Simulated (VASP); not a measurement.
Set up this calculation in VASP 6.6.1, as the native input.

```yaml
Task: single point
Functional: LDA
Potentials_or_basis: VASP PAW LDA potentials, release 64 (Sc_sv, In_d)
Cutoff: 520 eV
k_mesh: 7 × 7 × 5
Occupations: fermi-dirac, width 0.02 eV
Spin: no spin polarisation
Dipole_correction: no
Further_INCAR_settings: ALGO = Normal; EDIFF = 1e-06; NBANDS = 19
```

The structure of ScIn lies in POSCAR:

```
ScIn
1.0
    3.1407819434      0.0000000000      0.0000000000
    0.0000000000      3.1407819434      0.0000000000
    0.0000000000      0.0000000000      4.3054878599
Sc In
1 1
Direct
    0.0000000000      0.0000000000      0.0000000000
    0.5000000000      0.5000000000      0.5000000000
```

One way to write it, as run:

INCAR

```
PREC = Accurate ; ENCUT = 520
EDIFF = 1E-6 ; ISMEAR = -1
SIGMA = 0.02 ; LREAL = F
LASPH = T ; NELM = 80
ALGO = Normal ; ISIF = 2
LWAVE = F ; LCHARG = F
NBANDS = 19
```

KPOINTS

```
regular mesh
0
Gamma
  7 7 5
```

Potentials or basis: VASP PAW LDA potentials, release 64 (Sc_sv, In_d).

Command:

```console
$ cat potpaw_LDA.64/Sc_sv/POTCAR potpaw_LDA.64/In_d/POTCAR > POTCAR
$ mpirun -np 1 vasp_std > vasp.out
```

Results of the run:

```
Pressure               : -1.8 GPa
Band gap on the k mesh : zero (bands 12 and 13 overlap by 0.37 eV)
```

Caveat: spin-orbit coupling is left out, which moves the levels of the heavy elements.

It took 9.7 s on 1 thread of Intel(R) Xeon(R) Platinum 8375C CPU @ 2.90GHz (Ice Lake), on a shared host, peak memory 0.15 GiB.
